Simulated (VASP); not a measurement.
# Al15SiCN15 (P1) in VASP: further runs, part 2 of 2

VASP 6.6.1. Earlier steps stand in the parts before.

## Step 3: Single point, PBEsol

INCAR reads:

```
SYSTEM = Al15SiCN15
PREC = Accurate ; ENCUT = 600
EDIFF = 1E-6 ; ISMEAR = -1
SIGMA = 0.05 ; LREAL = Auto
LASPH = .True. ; NELM = 120
ALGO = Normal ; ISIF = 2
LWAVE = .False. ; LCHARG = .False.
GGA = PS ; ISYM = 0
NBANDS = 246 ; GGA_COMPAT = .False.
```

KPOINTS reads:

```
Automatic mesh
0
Gamma
  1 1 1
  0.25 0.25 0.25
```

POSCAR reads:

```
Al15SiCN15
1.0
    9.3479125005      0.0000000000      0.0000000000
    0.0000000000     10.7856129907      0.0000000000
    0.0000000000      0.0000000000      9.9736122324
Al Si N C
45 3 45 3
Direct
    0.1664180000      0.0829310000      0.2498340000
    0.1661140000      0.0838640000      0.7495470000
    0.9990410000      0.3326920000      0.2504990000
    0.0003530000      0.3327020000      0.7500660000
    0.5003530000      0.0842370000      0.2495720000
    0.5002990000      0.0835770000      0.7497710000
    0.3332260000      0.3325220000      0.2495280000
    0.3333270000      0.3341710000      0.7484790000
    0.1669070000      0.5818270000      0.2449350000
    0.1677660000      0.5814990000      0.7481680000
    0.9987520000      0.8350700000      0.2491630000
    0.0024860000      0.8314190000      0.7394820000
    0.8330350000      0.0806090000      0.2491990000
    0.8328920000      0.0836520000      0.7485090000
    0.6672150000      0.3332230000      0.2501330000
    0.6653270000      0.3335640000      0.7507720000
    0.5001930000      0.5827840000      0.2470490000
    0.4974320000      0.5814090000      0.7500440000
    0.3333480000      0.8337140000      0.2377760000
    0.3337300000      0.8340830000      0.7523390000
    0.8325910000      0.5838400000      0.2476910000
    0.6690900000      0.8347510000      0.2496110000
    0.6635030000      0.8337300000      0.7479290000
    0.0006820000      0.1636490000      0.4996170000
    0.9987380000      0.1660780000      0.0006620000
    0.3333930000      0.1680700000      0.5000800000
    0.3327320000      0.1654670000      0.9982950000
    0.1661230000      0.4168680000      0.4987730000
    0.1642110000      0.4142380000      0.0002130000
    0.9989340000      0.6638960000      0.4978600000
    0.6646410000      0.1658630000      0.5007110000
    0.6688660000      0.1665370000      0.0000030000
    0.5002060000      0.4185480000      0.4990840000
    0.5004970000      0.4145150000      0.0005840000
    0.3321780000      0.6679180000      0.4955390000
    0.3344070000      0.6675290000      0.9948740000
    0.1688810000      0.9165490000      0.4972910000
    0.1677620000      0.9172090000      0.9986950000
    0.8328210000      0.4167610000      0.4983150000
    0.8342640000      0.4155240000      0.9997840000
    0.6693170000      0.6655580000      0.4982620000
    0.6631620000      0.6701250000      0.9984320000
    0.4971710000      0.9177510000      0.4968810000
    0.5016440000      0.9190670000      0.0003670000
    0.8332070000      0.9148200000      0.9977850000
    0.8346370000      0.5835790000      0.7494610000
    0.0017210000      0.6677650000      0.9954210000
    0.8341540000      0.9146540000      0.5006110000
    0.9978140000      0.1665630000      0.1921330000
    0.9972850000      0.1677030000      0.6895420000
    0.3331410000      0.1663630000      0.1894140000
    0.3333880000      0.1673190000      0.6910270000
    0.1652420000      0.4143090000      0.1896660000
    0.1637780000      0.4140020000      0.6901150000
    0.9977070000      0.6661920000      0.1734040000
    0.9889390000      0.6578710000      0.6931940000
    0.6689230000      0.1671220000      0.1913790000
    0.6686160000      0.1684530000      0.6905780000
    0.5007640000      0.4147790000      0.1908840000
    0.5023370000      0.4142510000      0.6896080000
    0.3330050000      0.6623400000      0.1887090000
    0.1620740000      0.9184250000      0.1893580000
    0.1653140000      0.9202500000      0.6888080000
    0.8335130000      0.4181140000      0.1888370000
    0.8328120000      0.4267770000      0.6950360000
    0.6682510000      0.6680070000      0.1884090000
    0.6793060000      0.6606550000      0.6940580000
    0.5059060000      0.9187400000      0.1932580000
    0.5029560000      0.9195480000      0.6858160000
    0.8329500000      0.9165800000      0.1858870000
    0.8310360000      0.9167810000      0.6822940000
    0.1681860000      0.0859250000      0.4400180000
    0.1627300000      0.0858330000      0.9399990000
    0.9973140000      0.3311590000      0.4417590000
    0.9977650000      0.3326010000      0.9400660000
    0.4995720000      0.0853610000      0.4400050000
    0.5032350000      0.0876120000      0.9402760000
    0.3336200000      0.3348260000      0.4403780000
    0.3319940000      0.3346730000      0.9399670000
    0.1624010000      0.5811080000      0.4336820000
    0.1528480000      0.5833970000      0.9437580000
    0.9967660000      0.8227640000      0.9365740000
    0.8302000000      0.0740080000      0.4441500000
    0.8346270000      0.0808620000      0.9385920000
    0.6681090000      0.3322280000      0.4414810000
    0.6693370000      0.3338980000      0.9406610000
    0.5044640000      0.5844470000      0.4365950000
    0.5045490000      0.5786360000      0.9419840000
    0.3352360000      0.8348090000      0.4307990000
    0.8328910000      0.5806180000      0.4369550000
    0.8414360000      0.5877800000      0.9326610000
    0.6737220000      0.8373690000      0.4450110000
    0.6699390000      0.8339740000      0.9367160000
    0.3325250000      0.6659780000      0.6876450000
    0.9912380000      0.8347960000      0.4444690000
    0.3351960000      0.8360270000      0.9456100000
```

Potentials or basis: VASP PAW PBE potentials, release 64 (Al, Si, N, C).

Started as:

```
cat potpaw_PBE.64/Al/POTCAR potpaw_PBE.64/Si/POTCAR potpaw_PBE.64/N/POTCAR potpaw_PBE.64/C/POTCAR > POTCAR
mpirun -np 1 vasp_std > vasp.out
```

It took 62 min on 1 thread of Oxide Virtual Turin-like, shared host; peak memory 1.6 GiB.

The run converged. Its results:

```yaml
Free_energy: -748.0186 eV
Pressure: -0.1 GPa
Largest_force: 0.041 eV/Å
Band_gap_on_the_k_mesh: 3.43 eV
```

Forces on the atoms (eV/Å):
```
Al   0.002  0.003  0.002
Al   0.004  0.005  0.000
Al   0.005  0.001  0.004
Al  -0.005  0.000 -0.003
Al  -0.001  0.004  0.000
Al   0.000  0.004 -0.001
Al   0.000 -0.001  0.000
Al   0.004  0.007 -0.001
Al  -0.004  0.001 -0.001
Al  -0.016 -0.004  0.005
Al   0.006 -0.011 -0.006
Al  -0.004 -0.009  0.004
Al   0.002  0.000  0.003
Al   0.002 -0.006 -0.002
Al   0.004  0.000  0.005
Al  -0.001 -0.002  0.001
Al   0.003 -0.001 -0.004
Al   0.011 -0.005  0.003
Al   0.003  0.000 -0.004
Al   0.000  0.011 -0.007
Al   0.003  0.004  0.002
Al   0.002 -0.005  0.006
Al   0.004 -0.007 -0.004
Al  -0.004  0.005 -0.002
Al  -0.001  0.007  0.002
Al  -0.004  0.005 -0.001
Al  -0.003  0.003 -0.005
Al  -0.003 -0.007  0.001
Al  -0.001 -0.001 -0.002
Al  -0.003 -0.009  0.007
Al  -0.001  0.005  0.000
Al   0.002  0.006  0.005
Al   0.001  0.002 -0.002
Al  -0.003 -0.009  0.001
Al  -0.001 -0.005 -0.016
Al  -0.002 -0.025 -0.001
Al   0.005  0.001 -0.003
Al  -0.018  0.006  0.000
Al   0.000 -0.001  0.005
Al  -0.002  0.005  0.001
Al   0.000  0.001  0.004
Al  -0.002 -0.005 -0.001
Al   0.002  0.001 -0.004
Al   0.009  0.006  0.005
Al   0.000  0.002 -0.005
Si   0.003  0.000  0.006
Si  -0.016 -0.009  0.002
Si  -0.006  0.005  0.000
N    0.000 -0.002 -0.003
N   -0.001 -0.007  0.003
N    0.000 -0.002  0.002
N    0.001 -0.003  0.002
N   -0.001 -0.002  0.000
N    0.003  0.002 -0.001
N   -0.002  0.004  0.030
N    0.029  0.014 -0.014
N   -0.002  0.001  0.001
N   -0.004 -0.001  0.001
N   -0.001 -0.001 -0.001
N   -0.006  0.004  0.001
N    0.001  0.009 -0.007
N    0.001  0.002 -0.008
N    0.011 -0.004 -0.001
N   -0.002 -0.001  0.003
N   -0.001 -0.027 -0.009
N    0.001  0.001  0.001
N   -0.030  0.013 -0.008
N   -0.005  0.000 -0.004
N   -0.007  0.000  0.001
N    0.002 -0.002  0.002
N   -0.003  0.007  0.016
N    0.004  0.000  0.000
N    0.003 -0.007  0.001
N    0.003  0.000 -0.003
N    0.000 -0.006  0.001
N    0.001 -0.003  0.000
N    0.000 -0.002  0.001
N    0.002 -0.002 -0.002
N    0.003 -0.002  0.000
N    0.003  0.009  0.008
N    0.035 -0.015 -0.015
N   -0.001  0.039 -0.008
N   -0.001  0.015 -0.004
N    0.003  0.002  0.003
N   -0.001 -0.004 -0.002
N   -0.001  0.000  0.001
N   -0.007 -0.003  0.001
N   -0.003  0.005 -0.001
N   -0.004 -0.003  0.004
N    0.007  0.005  0.004
N   -0.005 -0.006  0.014
N   -0.018 -0.001 -0.007
N   -0.006 -0.002  0.003
C    0.000  0.009  0.000
C    0.019 -0.010 -0.005
C    0.005 -0.001  0.000
```

Stress tensor (GPa, compression positive):
```
-0.11  0.04 -0.14
 0.04 -0.11  0.09
-0.14  0.09 -0.12
```

Levels at points of the mesh, in eV from the valence-band top:
```
           k point  band 188  band 189  band 190  band 191  band 192  band 193  band 194  band 195  band 196  band 197
(0.25, 0.25, 0.25)     -0.95     -0.76     -0.70     -0.54      0.00      3.43      3.58      3.69      3.76      3.82
```

Caveat: the PAW data sets were made with another functional, which shifts forces and pressure a little; a shifted mesh leaves out Γ, where band edges can lie. A k mesh can miss the band edges.
